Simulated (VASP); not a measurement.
# Ga (Cmce) in VASP: a series of runs

The runs below take Ga through single point, with LDA.

Everything below comes from runs of VASP 6.6.1. Logs are shortened: lines on timing, memory, paths and dates and some standing lists are left out, and cuts for length are marked.

**1. The cell of the first run**

Symmetry: Cmce, No. 64, orthorhombic system. Conventional cell: a = 4.436 Å, b = 7.484 Å, c = 4.425 Å, α = 90.00°, β = 90.00°, γ = 90.00°. Within 3.2 Å of Ga (site symmetry m) lie 7 Ga at 2.45 to 2.74 Å.

**2. Single point, LDA**

Contents of INCAR:

```
SYSTEM = Ga
  PREC = Accurate
  ENCUT = 520
  EDIFF = 1E-6
  ISMEAR = -1
  SIGMA = 0.03
  LREAL = .False.
  LASPH = .True.
  NELM = 60
  ALGO = Normal
  ISIF = 2
  LWAVE = .False.
  LCHARG = .False.
  GGA = CA
  NBANDS = 34
```

Contents of KPOINTS:

```
Automatic mesh
0
Gamma
  8 8 7
  0 0 0
```

Contents of POSCAR:

```
Ga
1.0
    2.2178908173     -3.7419137528      0.0000000000
    2.2178908173      3.7419137528      0.0000000000
    0.0000000000      0.0000000000      4.4249628129
Ga
4
Direct
    0.8443628362      0.1556371638      0.0859373133
    0.6556371638      0.3443628362      0.5859373133
    0.1556371638      0.8443628362      0.9140626867
    0.3443628362      0.6556371638      0.4140626867
```

Potentials or basis: VASP PAW LDA potentials, release 64 (Ga_d).

Command:

```
$ cat potpaw_LDA.64/Ga_d/POTCAR > POTCAR
$ mpirun -np 1 vasp_std > vasp.out
```

OUTCAR:

```text
SYSTEM = Ga
   PREC = Accurate
   ENCUT = 520
   EDIFF = 1E-6
   ISMEAR = -1
   LREAL = .False.
   LASPH = .True.
   NELM = 60
   ISIF = 2
   GGA = CA

 ion  position               nearest neighbor table
   1  0.844  0.156  0.086-   3 2.45   2 2.62   2 2.62   4 2.65   4 2.65   3 2.74   3 2.74
   2  0.656  0.344  0.586-   4 2.45   1 2.62   1 2.62   3 2.65   3 2.65   4 2.74   4 2.74
   3  0.156  0.844  0.914-   1 2.45   4 2.62   4 2.62   2 2.65   2 2.65   1 2.74   1 2.74
   4  0.344  0.656  0.414-   2 2.45   3 2.62   3 2.62   1 2.65   1 2.65   2 2.74   2 2.74

  LATTYP: Found a base centered orthorhombic cell.
 ALAT       =     4.4357816346
 B/A-ratio  =     1.6871496665
 C/A-ratio  =     0.9975610112

  Lattice vectors:

 A1 = (   2.2178908173,  -3.7419137528,   0.0000000000)
 A2 = (   2.2178908173,   3.7419137528,   0.0000000000)
 A3 = (   0.0000000000,   0.0000000000,   4.4249628129)

Analysis of symmetry for initial positions (statically):
=====================================================================
 Subroutine PRICEL returns:
 Original cell was already a primitive cell.

 Routine SETGRP: Setting up the symmetry group for a
 base centered orthorhombic supercell.

 Subroutine GETGRP returns: Found  8 space group operations
 (whereof  4 operations were pure point group operations)
 out of a pool of  8 trial point group operations.

The static configuration has the point symmetry C_2h.
 The point group associated with its full space group is D_2h.

Analysis of symmetry for dynamics (positions and initial velocities):
=====================================================================
 Subroutine PRICEL returns:
 Original cell was already a primitive cell.

 Routine SETGRP: Setting up the symmetry group for a
 base centered orthorhombic supercell.

 Subroutine GETGRP returns: Found  8 space group operations
 (whereof  4 operations were pure point group operations)
 out of a pool of  8 trial point group operations.

The dynamic configuration has the point symmetry C_2h.
 The point group associated with its full space group is D_2h.

 Subroutine INISYM returns: Found  8 space group operations
 (whereof  4 operations are pure point group operations),
 and found     1 'primitive' translations

----------------------------------------------------------------------------------------

                                     Primitive cell

  volume of cell :      73.4469

  direct lattice vectors                    reciprocal lattice vectors
     2.217890817 -3.741913753  0.000000000     0.225439411 -0.133621466  0.000000000
     2.217890817  3.741913753  0.000000000     0.225439411  0.133621466  0.000000000
     0.000000000  0.000000000  4.424962813     0.000000000  0.000000000  0.225990600

  length of vectors
     4.349822779  4.349822779  4.424962813     0.262064160  0.262064160  0.225990600

  position of ions in fractional coordinates (direct lattice)
     0.844362836  0.155637164  0.085937313
     0.655637164  0.344362836  0.585937313
     0.155637164  0.844362836  0.914062687
     0.344362836  0.655637164  0.414062687

  ion indices of the primitive-cell ions
   primitive index   ion index
                 1           1
                 2           2
                 3           3
                 4           4

----------------------------------------------------------------------------------------

 KPOINTS: Automatic mesh

Automatic generation of k-mesh.
 Grid dimensions read from file:
 generate k-points for:    8    8    7

 Generating k-lattice:

  Cartesian coordinates                     Fractional coordinates (reciprocal lattice)
     0.028179926 -0.016702683  0.000000000     0.125000000  0.000000000  0.000000000
     0.028179926  0.016702683  0.000000000     0.000000000  0.125000000  0.000000000
     0.000000000  0.000000000  0.032284371     0.000000000  0.000000000  0.142857143

  Length of vectors
     0.032758020  0.032758020  0.032284371

  Shift w.r.t. Gamma in fractional coordinates (k-lattice)
     0.000000000  0.000000000  0.000000000

 Subroutine IBZKPT returns following result:
 ===========================================

 Found     84 irreducible k-points:

 Following reciprocal coordinates:
            Coordinates               Weight
  0.000000  0.000000  0.000000      1.000000
  0.125000  0.000000  0.000000      4.000000
  0.250000  0.000000  0.000000      4.000000
  0.375000  0.000000  0.000000      4.000000
  0.500000  0.000000  0.000000      2.000000
  0.125000  0.125000  0.000000      2.000000
[... 16 lines left out ...]
  0.125000  0.000000  0.142857      8.000000
  0.250000  0.000000  0.142857      8.000000
 [... further k-points ...]
   k-points           NKPTS =     84   k-points in BZ     NKDIM =     84   number of bands    NBANDS=     34
   number of dos      NEDOS =    301   number of ions     NIONS =      4
   total plane-waves  NPLWV =  36864
   dimension x,y,z NGX =    32 NGY =   32 NGZ =   36
   dimension x,y,z NGXF=    64 NGYF=   64 NGZF=   72
   ions per type =               4
   NGX,Y,Z   is equivalent  to a cutoff of  12.23, 12.23, 13.53 a.u.
   NGXF,Y,Z  is equivalent  to a cutoff of  24.46, 24.46, 27.05 a.u.
 SYSTEM =  Ga
   PREC   = accura    normal or accurate (medium, high low for compatibility)
   ISTART =      0    job   : 0-new  1-cont  2-samecut
   ICHARG =      2    charge: 1-file 2-atom 10-const
   ISPIN  =      1    spin polarized calculation?
   LNONCOLLINEAR =      F non collinear calculations
   LSORBIT =      F    spin-orbit coupling
   LASPH  =      T    aspherical Exc in radial PAW
   ENCUT  =  520.0 eV  38.22 Ry    6.18 a.u.   8.09  8.09  8.23*2*pi/ulx,y,z
   NELM   =     60;   NELMIN=  2; NELMDL= -5     # of ELM steps
   EDIFF  = 0.1E-05   stopping-criterion for ELM
   LREAL  =      F    real-space projection
   EDIFFG = 0.1E-04   stopping-criterion for IOM
   NSW    =      0    number of steps for IOM
   IBRION =     -1    ionic relax: 0-MD 1-quasi-New 2-CG
   NFREE  =      0    steps in history (QN), initial steepest desc. (CG)
   ISIF   =      2    stress and relaxation
   ISYM   =      2    0-nonsym 1-usesym 2-fastsym
   POTIM  = 0.5000    time-step for ionic-motion
   TEBEG  =    0.0;   TEEND  =   0.0 temperature during run
   PSTRESS=    0.0 pullay stress
   NELECT =      52.0000    total number of electrons
   NUPDOWN=      -1.0000    fix difference up-down
   EMIN   =  10.00;   EMAX   =-10.00  energy-range for DOS
   EFERMI =   0.00;   METHOD = LEGACY
   ISMEAR =    -1;   SIGMA  =   0.03  broadening in eV -4-tet -1-fermi 0-gaus
   EFERMI_NEDOS =   21; number of points for ismear=-14 and -15
   IALGO  =     38    algorithm
   IMIX   =      4    mixing-type and parameters
     AMIX     =   0.40;   BMIX     =  1.00
     AMIX_MAG =   1.60;   BMIX_MAG =  1.00
  volume/ion in A,a.u.               =      18.36       123.91
  Fermi-wavevector in a.u.,A,eV,Ry     =   1.459099  2.757297 28.966394  2.128970
  Thomas-Fermi vector in A             =   2.575706
   LORBIT       =      0    0 simple, 1 ext, 2 COOP (PROOUT), +10 PAW based schemes
   GGA     = CA    functional components
   LHFCALC =     F    Hartree Fock is set to
   AEXX    =    0.0000 exact exchange contribution
   IVDW    =     0    specifies the selected vdW correction
   LEPSILON=     F    determine dielectric tensor
   LRPA    =     F    only Hartree local field effects (RPA)
 non-spin polarized calculation
  energy-cutoff  :      520.00
  volume of cell :       73.45
 maximum number of plane-waves:      2002
   NGX = 17   NGY = 17   NGZ = 17

 number of electron      52.0000021 magnetization

 Free energy of the ion-electron system (eV)
  ---------------------------------------------------
  ext. energy  EPLUGINS =         0.00000000
  ---------------------------------------------------
  free energy    TOTEN  =       -14.42360421 eV

  energy without entropy =      -14.42082094  energy(sigma->0) =      -14.42221258

 E-fermi :   5.3806     XC(G=0): -11.3005

 val. band max:        5.3369628803   @ k =   0.0000   0.0000   0.4286
 cond. band min:       5.3859307590   @ k =   0.5000   0.3750   0.1429
 fundamental gap:      0.0489678786
 Fermi energy:         5.3806408961

 k-point     1 :       0.0000    0.0000    0.0000
  band No.  band energies     occupation
      1      -9.9852      2.00000
      2      -9.9778      2.00000
      3      -9.9444      2.00000
      4      -9.9256      2.00000
      5      -9.8959      2.00000
      6      -9.8715      2.00000
[... 26 lines left out ...]
     33      12.4419      0.00000
     34      13.0456      0.00000

 k-point     2 :       0.1250    0.0000    0.0000
  band No.  band energies     occupation
      1      -9.9893      2.00000
      2      -9.9701      2.00000
      3      -9.9494      2.00000
      4      -9.9320      2.00000
      5      -9.8822      2.00000
      6      -9.8682      2.00000
[... 26 lines left out ...]
     33      12.3439      0.00000
     34      13.2253      0.00000

 k-point     3 :       0.2500    0.0000    0.0000
  band No.  band energies     occupation
      1      -9.9911      2.00000
      2      -9.9620      2.00000
      3      -9.9543      2.00000
      4      -9.9399      2.00000
      5      -9.8766      2.00000
      6      -9.8460      2.00000
[... 26 lines left out ...]
     33      11.6690      0.00000
     34      12.7581      0.00000
[... 704 lines left out ...]
 k-point    23 :       0.1250    0.0000    0.1429
  band No.  band energies     occupation
      1      -9.9957      2.00000
      2      -9.9664      2.00000
      3      -9.9428      2.00000
      4      -9.9362      2.00000
      5      -9.8848      2.00000
      6      -9.8582      2.00000
[... 26 lines left out ...]
     33      11.3002      0.00000
     34      12.8882      0.00000

 k-point    24 :       0.2500    0.0000    0.1429
  band No.  band energies     occupation
      1      -9.9956      2.00000
      2      -9.9743      2.00000
      3      -9.9536      2.00000
      4      -9.9231      2.00000
      5      -9.8809      2.00000
      6      -9.8575      2.00000
[... 26 lines left out ...]
     33      11.3595      0.00000
     34      13.8604      0.00000

 [... further k-points ...]

------------------------ aborting loop because EDIFF is reached ----------------------------------------

  FORCE on cell =-STRESS in cart. coord.  units (eV):
  Direction    XX          YY          ZZ          XY          YZ          ZX
  --------------------------------------------------------------------------------------
  -------------------------------------------------------------------------------------
  Total       -0.0309610      0.0907991      0.0863763      0.0000000      0.0000000      0.0000000
  in kB       -0.6753852      1.9806986      1.8842194      0.0000000      0.0000000      0.0000000
  external PRESSURE =       1.0631776 kB  Pullay stress =       0.0000000 kB

 VOLUME and BASIS-vectors are now :
 -----------------------------------------------------------------------------
  energy-cutoff  :      520.00
  volume of cell :       73.45
      direct lattice vectors                 reciprocal lattice vectors
     2.217890817 -3.741913753  0.000000000     0.225439411 -0.133621466  0.000000000
     2.217890817  3.741913753  0.000000000     0.225439411  0.133621466  0.000000000
     0.000000000  0.000000000  4.424962813     0.000000000  0.000000000  0.225990600

 POSITION                                       TOTAL-FORCE (eV/Angst)
 -----------------------------------------------------------------------------------
      2.21789     -2.57715      0.38027         0.000000     -0.014336     -0.001848
      2.21789     -1.16476      2.59275         0.000000      0.014336     -0.001848
      2.21789      2.57715      4.04469         0.000000      0.014336      0.001848
      2.21789      1.16476      1.83221         0.000000     -0.014336      0.001848
 -----------------------------------------------------------------------------------
    total drift:                                0.000000      0.000000      0.000000

  FREE ENERGIE OF THE ION-ELECTRON SYSTEM (eV)
  ---------------------------------------------------
  free  energy   TOTEN  =       -14.4236042143 eV

  energy  without entropy=      -14.4208209357  energy(sigma->0) =      -14.42221258
```

Wall time 3.5 min (1 thread of Intel Xeon 8259CL, shared host); peak memory 0.26 GiB.

What came out:

```
Free energy            : -14.4236 eV
Pressure               : 0.1 GPa
Largest force          : 0.014 eV/Å
Band gap on the k mesh : zero (bands 26 and 27 overlap by 1.05 eV)
```

Forces in eV/Å, atoms in the order of the input:
```
Ga   0.000 -0.014 -0.002
Ga   0.000  0.014 -0.002
Ga   0.000  0.014  0.002
Ga   0.000 -0.014  0.002
```

Stress tensor (GPa, compression positive):
```
-0.07  0.00  0.00
 0.00  0.20  0.00
 0.00  0.00  0.19
```

Levels at points of the mesh, in eV from the Fermi level:
```
           k point  band 24  band 25  band 26  band 27  band 28  band 29
(0.00, 0.00, 0.00)    -1.89    -1.74    -0.80     0.87     0.98     1.09
(0.50, 0.00, 0.00)    -3.53    -1.48    -1.48     0.79     0.79     4.34
(0.50, 0.50, 0.00)    -3.55    -1.70    -1.61     1.09     1.19     3.52
```

**3. Single point, LDA**

Contents of INCAR:

```
SYSTEM = Ga
PREC = Accurate
ENCUT = 520
EDIFF = 1E-6
ISMEAR = -1
SIGMA = 0.2
LREAL = .False.
LASPH = .True.
NELM = 100
ALGO = Normal
ISIF = 2
LWAVE = .False.
LCHARG = .False.
NBANDS = 34
```

Contents of KPOINTS:

```
regular mesh
0
Gamma
  8 8 7
  0 0 0
```

POSCAR is that of step 2.

Potentials or basis: VASP PAW LDA potentials, release 64 (Ga_d).

Command:

```
$ cat potpaw_LDA.64/Ga_d/POTCAR > POTCAR
$ mpirun -np 1 vasp_std > vasp.out
```

OUTCAR:

```text
SYSTEM = Ga
   PREC = Accurate
   ENCUT = 520
   EDIFF = 1E-6
   ISMEAR = -1
   LREAL = .False.
   LASPH = .True.
   NELM = 100
   ISIF = 2

 ion  position               nearest neighbor table
   1  0.844  0.156  0.086-   3 2.45   2 2.62   2 2.62   4 2.65   4 2.65   3 2.74   3 2.74
   2  0.656  0.344  0.586-   4 2.45   1 2.62   1 2.62   3 2.65   3 2.65   4 2.74   4 2.74
   3  0.156  0.844  0.914-   1 2.45   4 2.62   4 2.62   2 2.65   2 2.65   1 2.74   1 2.74
   4  0.344  0.656  0.414-   2 2.45   3 2.62   3 2.62   1 2.65   1 2.65   2 2.74   2 2.74

  LATTYP: Found a base centered orthorhombic cell.
 ALAT       =     4.4357816346
[... 1090 lines left out ...]
  -------------------------------------------------------------------------------------
  Total        0.2463891      0.1211889      0.0985639      0.0000000     -0.0000000      0.0000000
  in kB        5.3747521      2.6436247      2.1500808      0.0000000     -0.0000000      0.0000000
  external PRESSURE =       3.3894859 kB  Pullay stress =       0.0000000 kB

 VOLUME and BASIS-vectors are now :
 -----------------------------------------------------------------------------
  energy-cutoff  :      520.00
  volume of cell :       73.45
      direct lattice vectors                 reciprocal lattice vectors
     2.217890817 -3.741913753  0.000000000     0.225439411 -0.133621466  0.000000000
     2.217890817  3.741913753  0.000000000     0.225439411  0.133621466  0.000000000
     0.000000000  0.000000000  4.424962813     0.000000000  0.000000000  0.225990600

 POSITION                                       TOTAL-FORCE (eV/Angst)
 -----------------------------------------------------------------------------------
      2.21789     -2.57715      0.38027         0.000000      0.019223      0.004932
      2.21789     -1.16476      2.59275         0.000000     -0.019223      0.004932
      2.21789      2.57715      4.04469         0.000000     -0.019223     -0.004932
      2.21789      1.16476      1.83221         0.000000      0.019223     -0.004932
 -----------------------------------------------------------------------------------
    total drift:                                0.000000      0.000000      0.000000

  FREE ENERGIE OF THE ION-ELECTRON SYSTEM (eV)
  ---------------------------------------------------
  free  energy   TOTEN  =       -14.4839405943 eV

  energy  without entropy=      -14.3539347721  energy(sigma->0) =      -14.41893768
```

It took 3.2 min on 1 thread of Intel Xeon 8259CL, shared host; peak memory 0.26 GiB.

Results:

```yaml
Free_energy: -14.4839 eV
Pressure: 0.3 GPa
Largest_force: 0.020 eV/Å
Band_gap_on_the_k_mesh: zero (bands 26 and 27 overlap by 1.05 eV)
```

Forces on the atoms (eV/Å):
```
Ga   0.000  0.019  0.005
Ga   0.000 -0.019  0.005
Ga   0.000 -0.019 -0.005
Ga   0.000  0.019 -0.005
```

Levels at points of the mesh, in eV from the Fermi level:
```tsv
k point	band 23	band 24	band 25	band 26	band 27	band 28	band 29	band 30
(0.00, 0.00, 0.00)	-3.89	-1.88	-1.73	-0.79	0.87	0.99	1.10	5.35
(0.50, 0.00, 0.00)	-3.52	-3.52	-1.47	-1.47	0.81	0.81	4.34	4.34
(0.50, 0.50, 0.00)	-4.20	-3.54	-1.69	-1.60	1.10	1.20	3.53	3.96
```

(Part 1 of 2 ends here.)
